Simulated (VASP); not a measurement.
# LaRe (Pm-3m) in VASP: notebook, part 3 of 3

VASP 6.6.1.

## 4. Single point, r2SCAN (22.36 Å³/atom)

This run uses another cell than the first one, of 22.36 Å³/atom.

POSCAR

```
LaRe
1.0
    3.5493643098      0.0000000000      0.0000000000
    0.0000000000      3.5493643098      0.0000000000
    0.0000000000      0.0000000000      3.5493643098
La Re
1 1
Direct
    0.0000000000      0.0000000000      0.0000000000
    0.5000000000      0.5000000000      0.5000000000
```

INCAR.step1

```
SYSTEM = LaRe
PREC = Accurate
ENCUT = 520
ISMEAR = 0
SIGMA = 0.05
LREAL = .FALSE.
LASPH = .TRUE.
NELM = 80
NBANDS = 16
GGA = PE
ALGO = Normal
EDIFF = 1E-4
LWAVE = .TRUE.
LCHARG = .FALSE.
```

INCAR.step2

```
SYSTEM = LaRe
PREC = Accurate
ENCUT = 520
EDIFF = 1E-7
ISMEAR = 0
SIGMA = 0.05
LREAL = .FALSE.
LASPH = .TRUE.
NELM = 80
ALGO = Normal
ISIF = 2
LWAVE = .FALSE.
LCHARG = .FALSE.
METAGGA = R2SCAN
LMIXTAU = .TRUE.
NBANDS = 16
ISTART = 1
```

KPOINTS

```
regular mesh
0
G
  10 10 10
  0 0 0
```

Potentials or basis: VASP PAW PBE potentials, release 64 (La, Re).

Run with:

```bash
$ cat potpaw_PBE.64/La/POTCAR potpaw_PBE.64/Re/POTCAR > POTCAR
$ cp INCAR.step1 INCAR
$ mpirun -np 1 vasp_std > vasp.out
$ cp INCAR.step2 INCAR
$ mpirun -np 1 vasp_std > vasp.out
```

OUTCAR:

```text
SYSTEM = LaRe
   PREC = Accurate
   ENCUT = 520
   EDIFF = 1E-7
   ISMEAR = 0
   LREAL = .FALSE.
   LASPH = .TRUE.
   NELM = 80
   ISIF = 2
   METAGGA = R2SCAN
   ISTART = 1

 ion  position               nearest neighbor table
   1  0.000  0.000  0.000-   2 3.07   2 3.07   2 3.07   2 3.07   2 3.07   2 3.07   2 3.07   2 3.07

   2  0.500  0.500  0.500-   1 3.07   1 3.07   1 3.07   1 3.07   1 3.07   1 3.07   1 3.07   1 3.07

  LATTYP: Found a simple cubic cell.
 ALAT       =     3.5493643098

  Lattice vectors:

 A1 = (   3.5493643098,   0.0000000000,   0.0000000000)
 A2 = (   0.0000000000,   3.5493643098,   0.0000000000)
 A3 = (   0.0000000000,   0.0000000000,   3.5493643098)

Analysis of symmetry for initial positions (statically):
=====================================================================
 Subroutine PRICEL returns:
 Original cell was already a primitive cell.

 Routine SETGRP: Setting up the symmetry group for a
 simple cubic supercell.

 Subroutine GETGRP returns: Found 48 space group operations
 (whereof 48 operations were pure point group operations)
 out of a pool of 48 trial point group operations.

The static configuration has the point symmetry O_h .

Analysis of symmetry for dynamics (positions and initial velocities):
=====================================================================
 Subroutine PRICEL returns:
 Original cell was already a primitive cell.

 Routine SETGRP: Setting up the symmetry group for a
 simple cubic supercell.

 Subroutine GETGRP returns: Found 48 space group operations
 (whereof 48 operations were pure point group operations)
 out of a pool of 48 trial point group operations.

The dynamic configuration has the point symmetry O_h .

 Subroutine INISYM returns: Found 48 space group operations
 (whereof 48 operations are pure point group operations),
 and found     1 'primitive' translations

----------------------------------------------------------------------------------------

                                     Primitive cell

  volume of cell :      44.7148

  direct lattice vectors                    reciprocal lattice vectors
     3.549364310  0.000000000  0.000000000     0.281740591  0.000000000  0.000000000
     0.000000000  3.549364310  0.000000000     0.000000000  0.281740591  0.000000000
     0.000000000  0.000000000  3.549364310     0.000000000  0.000000000  0.281740591

  length of vectors
     3.549364310  3.549364310  3.549364310     0.281740591  0.281740591  0.281740591

  position of ions in fractional coordinates (direct lattice)
     0.000000000  0.000000000  0.000000000
     0.500000000  0.500000000  0.500000000

  ion indices of the primitive-cell ions
   primitive index   ion index
                 1           1
                 2           2

----------------------------------------------------------------------------------------

 KPOINTS: regular mesh

Automatic generation of k-mesh.
 Grid dimensions read from file:
 generate k-points for:   10   10   10

 Generating k-lattice:

  Cartesian coordinates                     Fractional coordinates (reciprocal lattice)
     0.028174059  0.000000000  0.000000000     0.100000000  0.000000000  0.000000000
     0.000000000  0.028174059  0.000000000     0.000000000  0.100000000  0.000000000
     0.000000000  0.000000000  0.028174059     0.000000000  0.000000000  0.100000000

  Length of vectors
     0.028174059  0.028174059  0.028174059

  Shift w.r.t. Gamma in fractional coordinates (k-lattice)
     0.000000000  0.000000000  0.000000000

 Subroutine IBZKPT returns following result:
 ===========================================

 Found     56 irreducible k-points:

 Following reciprocal coordinates:
            Coordinates               Weight
  0.000000  0.000000  0.000000      1.000000
  0.100000  0.000000  0.000000      6.000000
  0.200000  0.000000  0.000000      6.000000
  0.300000  0.000000  0.000000      6.000000
  0.400000  0.000000  0.000000      6.000000
  0.500000  0.000000  0.000000      3.000000
[... 16 lines left out ...]
  0.200000  0.100000  0.100000     24.000000
  0.300000  0.100000  0.100000     24.000000
 [... further k-points ...]
   k-points           NKPTS =     56   k-points in BZ     NKDIM =     56   number of bands    NBANDS=     16
   number of dos      NEDOS =    301   number of ions     NIONS =      2
   total plane-waves  NPLWV =  21952
   dimension x,y,z NGX =    28 NGY =   28 NGZ =   28
   dimension x,y,z NGXF=    56 NGYF=   56 NGZF=   56
   ions per type =               1   1
   NGX,Y,Z   is equivalent  to a cutoff of  13.11, 13.11, 13.11 a.u.
   NGXF,Y,Z  is equivalent  to a cutoff of  26.23, 26.23, 26.23 a.u.
 SYSTEM =  LaRe
   PREC   = accura    normal or accurate (medium, high low for compatibility)
   ISTART =      1    job   : 0-new  1-cont  2-samecut
   ICHARG =      0    charge: 1-file 2-atom 10-const
   ISPIN  =      1    spin polarized calculation?
   LNONCOLLINEAR =      F non collinear calculations
   LSORBIT =      F    spin-orbit coupling
   LASPH  =      T    aspherical Exc in radial PAW
   ENCUT  =  520.0 eV  38.22 Ry    6.18 a.u.   6.60  6.60  6.60*2*pi/ulx,y,z
   NELM   =     80;   NELMIN=  2; NELMDL=  0     # of ELM steps
   EDIFF  = 0.1E-06   stopping-criterion for ELM
   LREAL  =      F    real-space projection
   EDIFFG = 0.1E-05   stopping-criterion for IOM
   NSW    =      0    number of steps for IOM
   IBRION =     -1    ionic relax: 0-MD 1-quasi-New 2-CG
   NFREE  =      0    steps in history (QN), initial steepest desc. (CG)
   ISIF   =      2    stress and relaxation
   ISYM   =      2    0-nonsym 1-usesym 2-fastsym
   POTIM  = 0.5000    time-step for ionic-motion
   TEBEG  =    0.0;   TEEND  =   0.0 temperature during run
   PSTRESS=    0.0 pullay stress
   NELECT =      18.0000    total number of electrons
   NUPDOWN=      -1.0000    fix difference up-down
   EMIN   =  10.00;   EMAX   =-10.00  energy-range for DOS
   EFERMI =   0.00;   METHOD = LEGACY
   ISMEAR =     0;   SIGMA  =   0.05  broadening in eV -4-tet -1-fermi 0-gaus
   EFERMI_NEDOS =   21; number of points for ismear=-14 and -15
   IALGO  =     38    algorithm
   IMIX   =      4    mixing-type and parameters
     AMIX     =   0.40;   BMIX     =  1.00
     AMIX_MAG =   1.60;   BMIX_MAG =  1.00
  volume/ion in A,a.u.               =      22.36       150.88
  Fermi-wavevector in a.u.,A,eV,Ry     =   1.208783  2.284269 19.880246  1.461157
  Thomas-Fermi vector in A             =   2.344381
   LORBIT       =      0    0 simple, 1 ext, 2 COOP (PROOUT), +10 PAW based schemes
   METAGGA = R2SCAN    functional components
   LHFCALC =     F    Hartree Fock is set to
   AEXX    =    0.0000 exact exchange contribution
   IVDW    =     0    specifies the selected vdW correction
   LEPSILON=     F    determine dielectric tensor
   LRPA    =     F    only Hartree local field effects (RPA)
 non-spin polarized calculation
 Gauss-broadening in eV      SIGMA  =   0.05
  energy-cutoff  :      520.00
  volume of cell :       44.71
 maximum number of plane-waves:      1228
 NGX is ok and might be reduce to    28
   NGX = 13   NGY = 13   NGZ = 13

 number of electron      17.9999999 magnetization

 Free energy of the ion-electron system (eV)
  ---------------------------------------------------
  ext. energy  EPLUGINS =         0.00000000
  ---------------------------------------------------
  free energy    TOTEN  =       -80.48726045 eV

  energy without entropy =      -80.48278480  energy(sigma->0) =      -80.48502262

 E-fermi :   8.4951     XC(G=0): -12.4715

 val. band max:        8.4873138671   @ k =   0.3000   0.2000   0.0000
 cond. band min:       8.5128608814   @ k =   0.3000   0.1000   0.1000
 fundamental gap:      0.0255470143
 Fermi energy:         8.4951167374

 k-point     1 :       0.0000    0.0000    0.0000
  band No.  band energies     occupation
      1     -23.9006      2.00000
      2      -6.7406      2.00000
      3      -6.7406      2.00000
      4      -6.7406      2.00000
      5       3.3358      2.00000
      6       5.1804      2.00000
[... 8 lines left out ...]
     15      12.5589      0.00000
     16      12.5589      0.00000
[... 419 lines left out ...]
 k-point    24 :       0.3000    0.1000    0.1000
  band No.  band energies     occupation
      1     -23.7694      2.00000
      2      -7.7503      2.00000
      3      -6.8276      2.00000
      4      -6.8247      2.00000
      5       5.4205      2.00000
      6       6.0901      2.00000
[... 8 lines left out ...]
     15      12.8434      0.00000
     16      12.8526      0.00000

 [... further k-points ...]

------------------------ aborting loop because EDIFF is reached ----------------------------------------

  FORCE on cell =-STRESS in cart. coord.  units (eV):
  Direction    XX          YY          ZZ          XY          YZ          ZX
  --------------------------------------------------------------------------------------
  -------------------------------------------------------------------------------------
  Total        0.5162638      0.5162638      0.5162638      0.0000000     -0.0000000      0.0000000
  in kB       18.4982464     18.4982464     18.4982464      0.0000000     -0.0000000      0.0000000
  external PRESSURE =      18.4982464 kB  Pullay stress =       0.0000000 kB

 VOLUME and BASIS-vectors are now :
 -----------------------------------------------------------------------------
  energy-cutoff  :      520.00
  volume of cell :       44.71
      direct lattice vectors                 reciprocal lattice vectors
     3.549364310  0.000000000  0.000000000     0.281740591  0.000000000  0.000000000
     0.000000000  3.549364310  0.000000000     0.000000000  0.281740591  0.000000000
     0.000000000  0.000000000  3.549364310     0.000000000  0.000000000  0.281740591

 POSITION                                       TOTAL-FORCE (eV/Angst)
 -----------------------------------------------------------------------------------
      0.00000      0.00000      0.00000         0.000000      0.000000      0.000000
      1.77468      1.77468      1.77468         0.000000      0.000000      0.000000
 -----------------------------------------------------------------------------------
    total drift:                                0.000000      0.000000      0.000000

  FREE ENERGIE OF THE ION-ELECTRON SYSTEM (eV)
  ---------------------------------------------------
  free  energy   TOTEN  =       -80.4872604480 eV

  energy  without entropy=      -80.4827847955  energy(sigma->0) =      -80.48502262
```

OUTCAR.step1:

```text
SYSTEM = LaRe
   PREC = Accurate
   ENCUT = 520
   ISMEAR = 0
   LREAL = .FALSE.
   LASPH = .TRUE.
[... 679 lines left out ...]
      0.00000      0.00000      0.00000         0.000000      0.000000      0.000000
      1.77468      1.77468      1.77468         0.000000      0.000000      0.000000
 -----------------------------------------------------------------------------------
    total drift:                                0.000000      0.000000      0.000000

  FREE ENERGIE OF THE ION-ELECTRON SYSTEM (eV)
  ---------------------------------------------------
  free  energy   TOTEN  =       -15.6620611111 eV

  energy  without entropy=      -15.6578671054  energy(sigma->0) =      -15.65996411
```

Wall time 4.3 min (1 thread of AMD EPYC 7R43 (Zen 3), shared host); peak memory 0.18 GiB.

Results:

```
Free energy            : -80.4873 eV
Pressure               : 1.8 GPa
Band gap on the k mesh : zero (bands 9 and 10 overlap by 2.36 eV)
```

Levels at points of the mesh, in eV from the Fermi level:
```
           k point  band 5  band 6  band 7  band 8  band 9  band 10  band 11  band 12  band 13  band 14
(0.00, 0.00, 0.00)   -5.16   -3.31   -3.31   -0.12   -0.12    -0.12     3.97     3.97     3.97     4.06
(0.50, 0.00, 0.00)   -2.05   -1.57   -0.98   -0.09   -0.09     0.17     0.88     1.73     2.87     2.87
(0.50, 0.50, 0.00)   -4.43   -2.46   -1.66   -1.66    1.75     1.87     2.82     2.82     4.03     4.09
(0.50, 0.50, 0.50)   -1.03   -1.03   -1.03   -0.06   -0.06    -0.06     1.65     1.97     1.97     4.17
```

Caveat: the PAW data sets were made with another functional, which shifts forces and pressure a little; spin-orbit coupling is left out, which moves the levels of the heavy elements.

## 5. Single point, r2SCAN (22.81 Å³/atom)

POSCAR

```
LaRe
1.0
    3.5733472286      0.0000000000      0.0000000000
    0.0000000000      3.5733472286      0.0000000000
    0.0000000000      0.0000000000      3.5733472286
La Re
1 1
Direct
    0.0000000000      0.0000000000      0.0000000000
    0.5000000000      0.5000000000      0.5000000000
```

INCAR.step1

```
SYSTEM = LaRe
PREC     = Accurate       ! precision mode
ENCUT    = 520            ! plane-wave cutoff, eV
ISMEAR   = 0              ! smearing method
SIGMA    = 0.05           ! smearing width, eV
LREAL    = .False.        ! projectors in reciprocal space
LASPH    = .True.         ! aspherical terms in the spheres
NELM     = 80             ! most SCF steps
NBANDS   = 16             ! bands
GGA      = PE             ! functional
ALGO     = Normal         ! electronic algorithm
EDIFF    = 1E-4           ! SCF threshold, eV
LWAVE    = .True.         ! write WAVECAR
LCHARG   = .False.        ! write CHGCAR
```

INCAR.step2

```
SYSTEM = LaRe
PREC     = Accurate       ! precision mode
ENCUT    = 520            ! plane-wave cutoff, eV
EDIFF    = 1E-6           ! SCF threshold, eV
ISMEAR   = 0              ! smearing method
SIGMA    = 0.05           ! smearing width, eV
LREAL    = .False.        ! projectors in reciprocal space
LASPH    = .True.         ! aspherical terms in the spheres
NELM     = 80             ! most SCF steps
ALGO     = Normal         ! electronic algorithm
ISIF     = 2              ! what is computed and relaxed
LWAVE    = .False.        ! write WAVECAR
LCHARG   = .True.         ! write CHGCAR
METAGGA  = R2SCAN         ! meta-GGA
LMIXTAU  = .True.       
LELF     = .True.         ! ELF
LVHAR    = .True.       
NBANDS   = 16             ! bands
ISTART   = 1
```

KPOINTS

```
regular mesh
0
Gamma
  10 10 10
  0 0 0
```

Potentials or basis: VASP PAW PBE potentials, release 64 (La, Re).

Run with:

```bash
$ cat potpaw_PBE.64/La/POTCAR potpaw_PBE.64/Re/POTCAR > POTCAR
$ cp INCAR.step1 INCAR
$ mpirun -np 1 vasp_std > vasp.out
$ cp INCAR.step2 INCAR
$ mpirun -np 1 vasp_std > vasp.out
```

OUTCAR:

```text
SYSTEM = LaRe
   PREC = Accurate
   ENCUT = 520
   EDIFF = 1E-6
   ISMEAR = 0
   LREAL = .False.
   LASPH = .True.
   NELM = 80
   ISIF = 2
   METAGGA = R2SCAN
   ISTART = 1

 ion  position               nearest neighbor table
   1  0.000  0.000  0.000-   2 3.09   2 3.09   2 3.09   2 3.09   2 3.09   2 3.09   2 3.09   2 3.09

   2  0.500  0.500  0.500-   1 3.09   1 3.09   1 3.09   1 3.09   1 3.09   1 3.09   1 3.09   1 3.09

  LATTYP: Found a simple cubic cell.
 ALAT       =     3.5733472286

  Lattice vectors:
[... 646 lines left out ...]

  FORCE on cell =-STRESS in cart. coord.  units (eV):
  Direction    XX          YY          ZZ          XY          YZ          ZX
  --------------------------------------------------------------------------------------
  -------------------------------------------------------------------------------------
  Total       -0.0548112     -0.0548112     -0.0548112      0.0000000      0.0000000     -0.0000000
  in kB       -1.9246612     -1.9246612     -1.9246612      0.0000000      0.0000000     -0.0000000
  external PRESSURE =      -1.9246612 kB  Pullay stress =       0.0000000 kB

 VOLUME and BASIS-vectors are now :
 -----------------------------------------------------------------------------
  energy-cutoff  :      520.00
  volume of cell :       45.63
      direct lattice vectors                 reciprocal lattice vectors
     3.573347229  0.000000000  0.000000000     0.279849658  0.000000000  0.000000000
     0.000000000  3.573347229  0.000000000     0.000000000  0.279849658  0.000000000
     0.000000000  0.000000000  3.573347229     0.000000000  0.000000000  0.279849658

 POSITION                                       TOTAL-FORCE (eV/Angst)
 -----------------------------------------------------------------------------------
      0.00000      0.00000      0.00000         0.000000      0.000000      0.000000
      1.78667      1.78667      1.78667         0.000000      0.000000      0.000000
 -----------------------------------------------------------------------------------
    total drift:                                0.000000      0.000000      0.000000

  FREE ENERGIE OF THE ION-ELECTRON SYSTEM (eV)
  ---------------------------------------------------
  free  energy   TOTEN  =       -80.4921352089 eV

  energy  without entropy=      -80.4873388864  energy(sigma->0) =      -80.48973705
```

OUTCAR.step1:

```text
SYSTEM = LaRe
   PREC = Accurate
   ENCUT = 520
   ISMEAR = 0
   LREAL = .False.
   LASPH = .True.
[... 679 lines left out ...]
      0.00000      0.00000      0.00000         0.000000      0.000000      0.000000
      1.78667      1.78667      1.78667         0.000000      0.000000      0.000000
 -----------------------------------------------------------------------------------
    total drift:                                0.000000      0.000000      0.000000

  FREE ENERGIE OF THE ION-ELECTRON SYSTEM (eV)
  ---------------------------------------------------
  free  energy   TOTEN  =       -15.6727335462 eV

  energy  without entropy=      -15.6683608188  energy(sigma->0) =      -15.67054718
```

Run time: 3.7 min. Hardware: 1 thread of AMD EPYC 7R43 (Zen 3), shared host; peak memory 0.18 GiB.

Results:

```yaml
Free_energy: -80.4921 eV
Pressure: -0.2 GPa
Band_gap_on_the_k_mesh: zero (bands 9 and 10 overlap by 2.30 eV)
```

Caveat: the PAW data sets were made with another functional, which shifts forces and pressure a little; spin-orbit coupling is left out, which moves the levels of the heavy elements.

## 6. Summary

| level | potentials or basis | cell | smearing | gap on the mesh (eV) | pressure (GPa) |
| --- | --- | --- | --- | --- | --- |
| LDA | VASP PAW LDA potentials, release 64 (La, Re) | a = 3.573 Å, 2 atoms | fermi-dirac 0.15 eV | none | -6.0 |
| r2SCAN | VASP PAW PBE potentials, release 64 (La, Re) | a = 3.525 Å, 2 atoms | gaussian 0.05 eV | none | 4.1 |
| r2SCAN | VASP PAW PBE potentials, release 64 (La, Re) | a = 3.549 Å, 2 atoms | gaussian 0.05 eV | none | 1.8 |
| r2SCAN | VASP PAW PBE potentials, release 64 (La, Re) | a = 3.573 Å, 2 atoms | gaussian 0.05 eV | none | -0.2 |

Alike in all rows: task single point; no spin polarisation; k mesh 10 × 10 × 10; cutoff (eV) 520.

Caveats: spin-orbit coupling is left out, which moves the levels of the heavy elements; the PAW data sets were made with another functional, which shifts forces and pressure a little (at least some runs); the cell stands under tension (at least some runs); the cell stands under pressure (at least some runs).

Absolute energies hang on the potentials; compare differences alone.

The gap in the log of VASP goes by the Fermi energy; the results here count the filled bands.